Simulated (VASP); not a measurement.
Wanted: the native input for a VASP 6.6.1 run.

```
Task                   : single point
Functional             : PBE
Potentials or basis    : VASP PAW PBE potentials, release 64 (Sc_sv, Si, F)
Cutoff                 : 520 eV
k mesh                 : 3 × 3 × 4
Occupations            : gaussian, width 0.1 eV
Spin                   : collinear spin
Starting moments       : [0.0, 0.0, 0.0, 0.0, 0.0, 0.0, 0.0, 0.0, 1.0, 1.0] μB
Dipole correction      : no
Further INCAR settings : ALGO = Normal; EDIFF = 1e-06; NBANDS = 59
```

The structure of Sc3SiF lies in POSCAR:

```
Sc3SiF
1.0
    6.2793305441      0.0000000000      0.0000000000
   -3.1396652720      5.4380597699      0.0000000000
    0.0000000000      0.0000000000      4.8618933067
Sc Si F
6 2 2
Direct
    0.8192458318      0.6384916636      0.2500000000
    0.8192458318      0.1807541682      0.2500000000
    0.6384916636      0.8192458318      0.7500000000
    0.1807541682      0.3615083364      0.7500000000
    0.3615083364      0.1807541682      0.2500000000
    0.1807541682      0.8192458318      0.7500000000
    0.3333333333      0.6666666667      0.2500000000
    0.6666666667      0.3333333333      0.7500000000
    0.0000000000      0.0000000000      0.5000000000
    0.0000000000      0.0000000000      0.0000000000
```

The cell was built from a structure type or drawn by symmetry, and may not be a known phase.

One way to write it, as run:

INCAR

```
SYSTEM = Sc3SiF
  PREC = Accurate
  ENCUT = 520
  EDIFF = 1E-6
  ISMEAR = 0
  SIGMA = 0.1
  LREAL = .False.
  LASPH = .True.
  NELM = 150
  ALGO = Normal
  ISIF = 2
  LWAVE = .False.
  LCHARG = .True.
  ISPIN = 2
  MAGMOM = 0 0 0 0 0 0 0 0 1 1
  LORBIT = 11
  LMAXMIX = 4
  GGA = PE
  LELF = .True.
  LVHAR = .True.
  NBANDS = 59
```

KPOINTS

```
regular mesh
0
Gamma
  3 3 4
  0 0 0
```

Potentials or basis: VASP PAW PBE potentials, release 64 (Sc_sv, Si, F).

Launch:

```bash
$ cat potpaw_PBE.64/Sc_sv/POTCAR potpaw_PBE.64/Si/POTCAR potpaw_PBE.64/F/POTCAR > POTCAR
$ mpirun -np 1 vasp_std > vasp.out
```

It gave:

The pressure is 0.3 GPa. The largest force is 0.023 eV/Å. The band gap on the k mesh is zero (filled and empty bands overlap). The net moment is 0.00 μB per cell. The valence electrons inside the program's atomic spheres are Sc 9.53; Si 1.57; F 6.13.

Caveat: the k points lie up to 0.39 Å⁻¹ apart, too coarse for converged energies and pressures of a metal.

Wall time 6.4 min on 1 thread of Intel Xeon 8259CL, with other jobs on the host, peak memory 0.41 GiB.
